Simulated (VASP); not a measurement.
A run of VASP 6.6.1:

INCAR

```
ALGO = Normal
EDIFF = 1E-6
ENCUT = 520
GGA = PE
ISIF = 2
ISMEAR = 0
LASPH = T
LCHARG = F
LREAL = F
LWAVE = F
NBANDS = 16
NELM = 80
PREC = Accurate
SIGMA = 0.05
```

File KPOINTS:

```
k-points
0
Gamma
  10 10 10
```

POSCAR

```
ZnS
1.0
    0.0000000000      2.6640802500      2.6235105000
    2.6640802500      0.0000000000      2.6235105000
    2.6640802500      2.6640802500      0.0000000000
Zn S
1 1
Direct
    0.0000000000      0.0000000000      0.0000000000
    0.7500000000      0.7500000000      0.7500000000
```

Potentials or basis: VASP PAW PBE potentials, release 64 (Zn, S).

Run with:

```bash
$ cat potpaw_PBE.64/Zn/POTCAR potpaw_PBE.64/S/POTCAR > POTCAR
$ mpirun -np 1 vasp_std > vasp.out
```

Hardware: 1 thread of AMD EPYC 7R43 64-Core Processor (Zen 3), with other jobs on the host.

Question: How long does it take, and how much memory?

Answer: Wall time 50 s on 1 thread of AMD EPYC 7R43 64-Core Processor (Zen 3) (shared host), peak memory 0.16 GiB. Counts: scf iterations 12, k points 102.
